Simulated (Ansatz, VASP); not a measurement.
## GaN in VASP and in Ansatz

File INCAR:

```
SYSTEM = GaN
PREC     = Accurate       ! precision mode
ENCUT    = 520            ! plane-wave cutoff, eV
EDIFF    = 1E-8           ! SCF threshold, eV
ISMEAR   = -1             ! smearing method
SIGMA    = 0.02           ! smearing width, eV
LREAL    = .FALSE.        ! projectors in reciprocal space
LASPH    = .TRUE.         ! aspherical terms in the spheres
NELM     = 100            ! most SCF steps
ALGO     = Normal         ! electronic algorithm
ISIF     = 2              ! what is computed and relaxed
LWAVE    = .FALSE.        ! write WAVECAR
LCHARG   = .FALSE.        ! write CHGCAR
GGA      = PS             ! functional
LEFG     = .TRUE.       
NBANDS   = 16             ! bands
```

Contents of KPOINTS:

```
regular mesh
0
G
  13 13 13
  0 0 0
```

File POSCAR:

```
GaN
1.0
    0.0000000000      1.9791271138      1.9791271138
    1.9791271138      0.0000000000      1.9791271138
    1.9791271138      1.9791271138      0.0000000000
Ga N
1 1
Direct
    0.5000000000      0.5000000000      0.5000000000
    0.0000000000      0.0000000000      0.0000000000
```

Input for Ansatz:

```yaml
crystal:
  lattice:
    - [0.0, 1.9791271138, 1.9791271138]
    - [1.9791271138, 0.0, 1.9791271138]
    - [1.9791271138, 1.9791271138, 0.0]
  atoms:
    - { symbol: Ga, position: [0.5, 0.5, 0.5] }
    - { symbol: "N", position: [0.0, 0.0, 0.0] }
kpoints:
  mp_grid: { grid: [13, 13, 13] }
scf:
  occupations: { method: fermi_dirac, width: 0.02 }
hamiltonian:
  xc: pbesol
  pseudopotentials: { kind: all_electron, datasets: crystal }
output:
  forces: true
  stress: true
  eigenvalues: true
  efg: { contact_densities: true }
```

Change from the starting cell: volume scaled by 0.98, crystal datasets.

Alike in both runs: task electric field gradients; functional PBEsol; k mesh 13 × 13 × 13; occupations fermi-dirac, width 0.02 eV; no spin polarisation.

|  | VASP | Ansatz |
| --- | --- | --- |
| version | VASP 6.6.1 | Ansatz 0.2.0 |
| potentials or method | VASP PAW PBE potentials, release 64 (Ga_d, N), cutoff 520 eV | all-electron PAW with datasets made for the crystal, scalar-relativistic |

VASP gave:

| Quantity | Value |
| --- | --- |
| gap on the k mesh at the Fermi level (eV) | 1.96 |
| pressure (GPa) | 69.4 |

Q: Estimate Ansatz's values.

A: gap on the k mesh at the Fermi level (eV): 1.98; pressure (GPa): 68.7.

VASP's potentials were made for PBE, not for PBEsol. Both programs put the cell under a high pressure, so it lies far from rest at this level. Ansatz ran all-electron here, and VASP with PAW potentials.

Noted on VASP's run: the cell as given lies far from equilibrium.
